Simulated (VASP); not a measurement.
# O2 in VASP: a series of runs

The runs below take O2 through single point, relaxation of the atoms, with PBEsol.

Program: VASP 6.6.1. These are calculated values, not measurements. Logs are shortened: lines on timing, memory, paths and dates and some standing lists are left out, and cuts for length are marked.

### 1 The cell of the first run

The cell holds a molecule in a box, 2 atoms: a = 9.000 Å, b = 9.500 Å, c = 10.000 Å, α = 90.00°, β = 90.00°, γ = 90.00°.

### 2 Single point, PBEsol, collinear spin, ferromagnetic start

File INCAR:

```
ALGO = Normal
EDIFF = 1E-6
ENCUT = 520
GGA = PS
ISIF = 2
ISMEAR = -1
ISPIN = 2
LASPH = True
LCHARG = False
LORBIT = 11
LREAL = False
LWAVE = False
MAGMOM = 1 1
NBANDS = 17
NELM = 150
PREC = Accurate
SIGMA = 0.05
```

File KPOINTS:

```
k-points
0
Gamma
  1 1 1
```

File POSCAR:

```
O
1.0
    9.0000000000      0.0000000000      0.0000000000
    0.0000000000      9.5000000000      0.0000000000
    0.0000000000      0.0000000000     10.0000000000
O
2
Direct
    0.5000000000      0.5000000000      0.4395051325
    0.5000000000      0.5000000000      0.5604948675
```

Potentials or basis: VASP PAW PBE potentials, release 64 (O).

The run is started by

```console
$ cat potpaw_PBE.64/O/POTCAR > POTCAR
$ mpirun -np 1 vasp_gam > vasp.out
```

OUTCAR:

```text
EDIFF = 1E-6
   ENCUT = 520
   GGA = PS
   ISIF = 2
   ISMEAR = -1
   ISPIN = 2
   LASPH = True
   LORBIT = 11
   LREAL = False
   NELM = 150
   PREC = Accurate

 ion  position               nearest neighbor table
   1  0.500  0.500  0.440-   2 1.21
   2  0.500  0.500  0.560-   1 1.21

  LATTYP: Found a simple orthorhombic cell.
 ALAT       =     9.0000000000
 B/A-ratio  =     1.0555555556
 C/A-ratio  =     1.1111111111

  Lattice vectors:

 A1 = (   9.0000000000,   0.0000000000,   0.0000000000)
 A2 = (   0.0000000000,   9.5000000000,   0.0000000000)
 A3 = (   0.0000000000,   0.0000000000,  10.0000000000)

Analysis of symmetry for initial positions (statically):
=====================================================================
 Subroutine PRICEL returns:
 Original cell was already a primitive cell.

 Routine SETGRP: Setting up the symmetry group for a
 simple orthorhombic supercell.

 Subroutine GETGRP returns: Found  8 space group operations
 (whereof  8 operations were pure point group operations)
 out of a pool of  8 trial point group operations.

The static configuration has the point symmetry D_2h.

Analysis of symmetry for dynamics (positions and initial velocities):
=====================================================================
 Subroutine PRICEL returns:
 Original cell was already a primitive cell.

 Routine SETGRP: Setting up the symmetry group for a
 simple orthorhombic supercell.

 Subroutine GETGRP returns: Found  8 space group operations
 (whereof  8 operations were pure point group operations)
 out of a pool of  8 trial point group operations.

The dynamic configuration has the point symmetry D_2h.

Analysis of structural, dynamic, and magnetic symmetry:
=====================================================================
 Subroutine PRICEL returns:
 Original cell was already a primitive cell.

 Routine SETGRP: Setting up the symmetry group for a
 simple orthorhombic supercell.

 Subroutine GETGRP returns: Found  8 space group operations
 (whereof  8 operations were pure point group operations)
 out of a pool of  8 trial point group operations.

The overall configuration has the point symmetry D_2h.

 Subroutine INISYM returns: Found  8 space group operations
 (whereof  8 operations are pure point group operations),
 and found     1 'primitive' translations

----------------------------------------------------------------------------------------

                                     Primitive cell

  volume of cell :     855.0000

  direct lattice vectors                    reciprocal lattice vectors
     9.000000000  0.000000000  0.000000000     0.111111111  0.000000000  0.000000000
     0.000000000  9.500000000  0.000000000     0.000000000  0.105263158  0.000000000
     0.000000000  0.000000000 10.000000000     0.000000000  0.000000000  0.100000000

  length of vectors
     9.000000000  9.500000000 10.000000000     0.111111111  0.105263158  0.100000000

  position of ions in fractional coordinates (direct lattice)
     0.500000000  0.500000000  0.439505133
     0.500000000  0.500000000  0.560494867

  ion indices of the primitive-cell ions
   primitive index   ion index
                 1           1
                 2           2

----------------------------------------------------------------------------------------

 KPOINTS: k-points

Automatic generation of k-mesh.
 Grid dimensions read from file:
 generate k-points for:    1    1    1

 Generating k-lattice:

  Cartesian coordinates                     Fractional coordinates (reciprocal lattice)
     0.111111111  0.000000000  0.000000000     1.000000000  0.000000000  0.000000000
     0.000000000  0.105263158  0.000000000     0.000000000  1.000000000  0.000000000
     0.000000000  0.000000000  0.100000000     0.000000000  0.000000000  1.000000000

  Length of vectors
     0.111111111  0.105263158  0.100000000

  Shift w.r.t. Gamma in fractional coordinates (k-lattice)
     0.000000000  0.000000000  0.000000000

 Subroutine IBZKPT returns following result:
 ===========================================

 Found      1 irreducible k-points:

 Following reciprocal coordinates:
            Coordinates               Weight
  0.000000  0.000000  0.000000      1.000000
   k-points           NKPTS =      1   k-points in BZ     NKDIM =      1   number of bands    NBANDS=     17
   number of dos      NEDOS =    301   number of ions     NIONS =      2
   total plane-waves  NPLWV = 403200
   dimension x,y,z NGX =    70 NGY =   72 NGZ =   80
   dimension x,y,z NGXF=   140 NGYF=  144 NGZF=  160
   ions per type =               2
   NGX,Y,Z   is equivalent  to a cutoff of  12.93, 12.60, 13.30 a.u.
   NGXF,Y,Z  is equivalent  to a cutoff of  25.86, 25.20, 26.60 a.u.
 SYSTEM =  unknown system
   PREC   = accura    normal or accurate (medium, high low for compatibility)
   ISTART =      0    job   : 0-new  1-cont  2-samecut
   ICHARG =      2    charge: 1-file 2-atom 10-const
   ISPIN  =      2    spin polarized calculation?
   LNONCOLLINEAR =      F non collinear calculations
   LSORBIT =      F    spin-orbit coupling
   LASPH  =      T    aspherical Exc in radial PAW
   ENCUT  =  520.0 eV  38.22 Ry    6.18 a.u.  16.73 17.66 18.59*2*pi/ulx,y,z
   NELM   =    150;   NELMIN=  2; NELMDL= -5     # of ELM steps
   EDIFF  = 0.1E-05   stopping-criterion for ELM
   LREAL  =      F    real-space projection
   EDIFFG = 0.1E-04   stopping-criterion for IOM
   NSW    =      0    number of steps for IOM
   IBRION =     -1    ionic relax: 0-MD 1-quasi-New 2-CG
   NFREE  =      0    steps in history (QN), initial steepest desc. (CG)
   ISIF   =      2    stress and relaxation
   ISYM   =      2    0-nonsym 1-usesym 2-fastsym
   POTIM  = 0.5000    time-step for ionic-motion
   TEBEG  =    0.0;   TEEND  =   0.0 temperature during run
   PSTRESS=    0.0 pullay stress
   NELECT =      12.0000    total number of electrons
   NUPDOWN=      -1.0000    fix difference up-down
   EMIN   =  10.00;   EMAX   =-10.00  energy-range for DOS
   EFERMI =   0.00;   METHOD = LEGACY
   ISMEAR =    -1;   SIGMA  =   0.05  broadening in eV -4-tet -1-fermi 0-gaus
   EFERMI_NEDOS =   21; number of points for ismear=-14 and -15
   IALGO  =     38    algorithm
   IMIX   =      4    mixing-type and parameters
     AMIX     =   0.40;   BMIX     =  1.00
     AMIX_MAG =   1.60;   BMIX_MAG =  1.00
  volume/ion in A,a.u.               =     427.50      2884.91
  Fermi-wavevector in a.u.,A,eV,Ry     =   0.394893  0.746240  2.121703  0.155941
  Thomas-Fermi vector in A             =   1.339966
   LORBIT       =     11    0 simple, 1 ext, 2 COOP (PROOUT), +10 PAW based schemes
   GGA     = PS    functional components
   LHFCALC =     F    Hartree Fock is set to
   AEXX    =    0.0000 exact exchange contribution
   IVDW    =     0    specifies the selected vdW correction
   LEPSILON=     F    determine dielectric tensor
   LRPA    =     F    only Hartree local field effects (RPA)
 spin polarized calculation
  energy-cutoff  :      520.00
  volume of cell :      855.00
 maximum number of plane-waves:     11510
 NGX is ok and might be reduce to    70
   NGX = 33   NGY = 35   NGZ = 37

 number of electron      12.0000002 magnetization       2.0000001

 Free energy of the ion-electron system (eV)
  ---------------------------------------------------
  ext. energy  EPLUGINS =         0.00000000
  ---------------------------------------------------
  free energy    TOTEN  =       -10.26596997 eV

  energy without entropy =      -10.26596997  energy(sigma->0) =      -10.26596997

 E-fermi :  -5.4924     XC(G=0):  -0.6179

 val. band max:       -6.6230873781   @ k =   0.0000   0.0000   0.0000
 cond. band min:      -4.3596850734   @ k =   0.0000   0.0000   0.0000
 fundamental gap:      2.2634023047
 Fermi energy:        -5.4924047273

 spin component 1

 k-point     1 :       0.0000    0.0000    0.0000
  band No.  band energies     occupation
      1     -32.8660      1.00000
      2     -20.2073      1.00000
      3     -13.3774      1.00000
      4     -13.3774      1.00000
      5     -13.3621      1.00000
      6      -6.6231      1.00000
[... 9 lines left out ...]
     16       2.8073      0.00000
     17       2.8985      0.00000
 Fermi energy:        -5.4924047273

 spin component 2

 k-point     1 :       0.0000    0.0000    0.0000
  band No.  band energies     occupation
      1     -31.6181      1.00000
      2     -18.4269      1.00000
      3     -12.3313      1.00000
      4     -11.5404      1.00000
      5     -11.5404      1.00000
      6      -4.3597      0.00000
[... 9 lines left out ...]
     16       2.9745      0.00000
     17       2.9841      0.00000

------------------------ aborting loop because EDIFF is reached ----------------------------------------

  FORCE on cell =-STRESS in cart. coord.  units (eV):
  Direction    XX          YY          ZZ          XY          YZ          ZX
  --------------------------------------------------------------------------------------
  -------------------------------------------------------------------------------------
  Total       -0.0728720     -0.0726581      1.6024541      0.0000000      0.0000000      0.0000000
  in kB       -0.1365543     -0.1361535      3.0028253      0.0000000      0.0000000      0.0000000
  external PRESSURE =       0.9100392 kB  Pullay stress =       0.0000000 kB

 VOLUME and BASIS-vectors are now :
 -----------------------------------------------------------------------------
  energy-cutoff  :      520.00
  volume of cell :      855.00
      direct lattice vectors                 reciprocal lattice vectors
     9.000000000  0.000000000  0.000000000     0.111111111  0.000000000  0.000000000
     0.000000000  9.500000000  0.000000000     0.000000000  0.105263158  0.000000000
     0.000000000  0.000000000 10.000000000     0.000000000  0.000000000  0.100000000

 POSITION                                       TOTAL-FORCE (eV/Angst)
 -----------------------------------------------------------------------------------
      4.50000      4.75000      4.39505         0.000000      0.000000     -1.391054
      4.50000      4.75000      5.60495         0.000000      0.000000      1.391054
 -----------------------------------------------------------------------------------
    total drift:                                0.000000      0.000000     -0.000000

  FREE ENERGIE OF THE ION-ELECTRON SYSTEM (eV)
  ---------------------------------------------------
  free  energy   TOTEN  =       -10.2659699723 eV

  energy  without entropy=      -10.2659699716  energy(sigma->0) =      -10.26596997

 total charge

# of ion       s       p       d       tot
------------------------------------------
    1        1.609   3.308   0.000   4.917
    2        1.609   3.308   0.000   4.917
--------------------------------------------------
tot          3.218   6.616   0.000   9.834

 magnetization (x)

# of ion       s       p       d       tot
------------------------------------------
    1        0.009   0.797   0.000   0.806
    2        0.009   0.797   0.000   0.806
--------------------------------------------------
tot          0.018   1.594   0.000   1.612
```

Wall time 92 s (1 thread of Intel Xeon 6975P-C (Granite Rapids), shared host); peak memory 1 GiB.

What came out:

* Free energy: -10.2660 eV
* Largest force: 1.391 eV/Å
* Gap between the frontier levels: 2.26 eV
* Net moment: 2.00 μB per cell
* Site moments: O +0.81 μB
* Valence electrons inside the program's atomic spheres: O 4.92

Forces on the atoms (eV/Å):
```
O    0.000  0.000 -1.391
O    0.000  0.000  1.391
```

Caveat: the standard files for N, O and F lose accuracy on very short bonds; the PAW data sets were made with another functional, which shifts forces and pressure a little.

### 3 Relaxation of the atoms, PBEsol, collinear spin, ferromagnetic start

File INCAR:

```
SYSTEM = O
PREC = Accurate
ENCUT = 520
EDIFF = 1E-7
ISMEAR = -1
SIGMA = 0.05
LREAL = .FALSE.
LASPH = .TRUE.
NELM = 150
ALGO = Normal
ISIF = 2
LWAVE = .FALSE.
LCHARG = .FALSE.
ISPIN = 2
MAGMOM = 1 1
LORBIT = 11
GGA = PS
IBRION = 2
NSW = 80
EDIFFG = -0.02
```

File KPOINTS:

```
regular mesh
0
G
  1 1 1
  0 0 0
```

File POSCAR:

```
O
1.0
    9.0000000000      0.0000000000      0.0000000000
    0.0000000000      9.5000000000      0.0000000000
    0.0000000000      0.0000000000     10.0000000000
O
2
Direct
    0.5000000000      0.5000000000      0.4385000000
    0.5000000000      0.5000000000      0.5615000000
```

Potentials or basis: VASP PAW PBE potentials, release 64 (O).

The run is started by

```console
$ cat potpaw_PBE.64/O/POTCAR > POTCAR
$ mpirun -np 1 vasp_gam > vasp.out
```

Wall time 3.3 min (1 thread of Intel Xeon 6975P-C (Granite Rapids), shared host); peak memory 1 GiB.

The run converged. Its results:

```
Free energy                                           : -10.2777 eV
Energy gained by relaxing                             : 0.1 meV/atom
Ionic steps                                           : 3
Gap between the frontier levels                       : 2.26 eV
Net moment                                            : 2.00 μB per cell
Site moments                                          : O +0.81 μB
Valence electrons inside the program's atomic spheres : O 4.89
```

The path:
```tsv
step	energy change (eV)	largest force (eV/Å)	pressure (GPa)
1	0.0000	0.2102	-0.03
2	0.0117	1.4065	0.09
3	-0.0003	0.0001	-0.01
```

Final structure:
```yaml
crystal:
  lattice:
    - [9.00000, 0.00000, 0.00000]
    - [0.00000, 9.50000, 0.00000]
    - [0.00000, 0.00000, 10.00000]
  atoms:
    - { symbol: O, position: [0.50000, 0.50000, 0.43864] }
    - { symbol: O, position: [0.50000, 0.50000, 0.56136] }
```

Levels at points of the mesh, in eV from the valence-band top:
Spin up:
```csv
k point,band 5,band 6,band 7,band 8,band 9,band 10
"(0.00, 0.00, 0.00)",-6.46,0.00,0.00,6.49,7.66,8.03
```
Spin down:
```
           k point  band 3  band 4  band 5  band 6  band 7  band 8
(0.00, 0.00, 0.00)   -5.54   -4.62   -4.62    2.26    2.26    6.59
```

Caveat: the standard files for N, O and F lose accuracy on very short bonds; the PAW data sets were made with another functional, which shifts forces and pressure a little.
